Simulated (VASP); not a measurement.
Here is a VASP 6.6.1 calculation.

Contents of INCAR:

```
  PREC = Accurate
  ENCUT = 500
  EDIFF = 1E-7
  ISMEAR = 0
  SIGMA = 0.02
  LREAL = F
  LASPH = T
  NELM = 120
  ALGO = Normal
  ISIF = 3
  LWAVE = F
  LCHARG = F
  IBRION = 2
  NSW = 100
  EDIFFG = -0.002
  GGA_COMPAT = F
  NELMIN = 4
```

File KPOINTS:

```
regular mesh
0
Gamma
  8 8 8
```

File POSCAR:

```
TePb
1.0
    0.0000000000      3.2708968100      3.2708968100
    3.2708968100      0.0000000000      3.2708968100
    3.2708968100      3.2708968100      0.0000000000
Pb Te
1 1
Direct
    0.0000000000      0.0000000000      0.0000000000
    0.5000000000      0.5000000000      0.5000000000
```

Potentials or basis: VASP PAW LDA potentials, release 64 (Pb_d, Te).

The run is started by

```bash
$ cat potpaw_LDA.64/Pb_d/POTCAR potpaw_LDA.64/Te/POTCAR > POTCAR
$ mpirun -np 1 vasp_std > vasp.out
```

Problem. Estimate the relaxed volume.

Solution. 32.52 Å³/atom.

Problem. Predict the band gap on the k mesh.

Solution. 0.56 eV.

Problem. What does it give for the relaxed cell?

Solution. a = 4.514 Å, b = 4.514 Å, c = 4.514 Å, α = 60.00°, β = 60.00°, γ = 60.00°.

The path:
```csv
step,energy change (eV),largest force (eV/Å),pressure (GPa),volume (Å³)
1,0.0000,0.0000,-3.04,69.99
2,-0.0439,0.0000,1.27,63.48
3,-0.0500,0.0000,0.00,65.05
```

Caveat: spin-orbit coupling is left out, which moves the levels of the heavy elements. A k mesh can miss the band edges.
